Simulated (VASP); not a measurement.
Here is a VASP 6.6.1 calculation.

The input POSCAR:

```
CuO
1.0
    3.4220509700      0.0000000000      0.0000000000
    0.0000000000      3.4220509700      0.0000000000
    0.0000000000      0.0000000000      4.2604614800
Cu O
2 2
Direct
    0.0000000000      0.5000000000      0.0000000000
    0.5000000000      0.0000000000      0.5000000000
    0.0000000000      0.0000000000      0.2500000000
    0.0000000000      0.0000000000      0.7500000000
```

INCAR.step1

```
SYSTEM = CuO
PREC = Accurate
ENCUT = 520
EDIFF = 1E-5
ISMEAR = -1
SIGMA = 0.05
LREAL = .False.
LASPH = .True.
NELM = 60
ALGO = Normal
ISIF = 2
LWAVE = .True.
LCHARG = .False.
NBANDS = 25
GGA = PE
```

Contents of INCAR.step2:

```
SYSTEM = CuO
PREC = Accurate
ENCUT = 520
EDIFF = 1E-7
ISMEAR = -1
SIGMA = 0.05
LREAL = .False.
LASPH = .True.
NELM = 60
ALGO = Normal
ISIF = 2
LWAVE = .False.
LCHARG = .False.
METAGGA = R2SCAN
LHFCALC = .True.
AEXX = 0.25
LMIXTAU = .True.
PRECFOCK = Normal
NBANDS = 25
ISTART = 1
```

File KPOINTS:

```
Automatic mesh
0
Gamma
  5 5 4
  0 0 0
```

Potentials or basis: VASP PAW PBE potentials, release 64 (Cu, O).

Command:

```console
$ cat potpaw_PBE.64/Cu/POTCAR potpaw_PBE.64/O/POTCAR > POTCAR
$ cp INCAR.step1 INCAR
$ mpirun -np 1 vasp_std > vasp.out
$ cp INCAR.step2 INCAR
$ mpirun -np 1 vasp_std > vasp.out
```

Predict the band gap on the k mesh.

zero (bands 17 and 18 overlap by 2.58 eV).

Predict the pressure.

-8.2 GPa.

Stress tensor (GPa, compression positive):
```
-20.00   0.00   0.00
  0.00 -20.00   0.00
  0.00   0.00  15.28
```

Caveat: the k points lie up to 0.37 Å⁻¹ apart, too coarse for converged energies and pressures of a metal; the PAW data sets were made with another functional, which shifts forces and pressure a little.
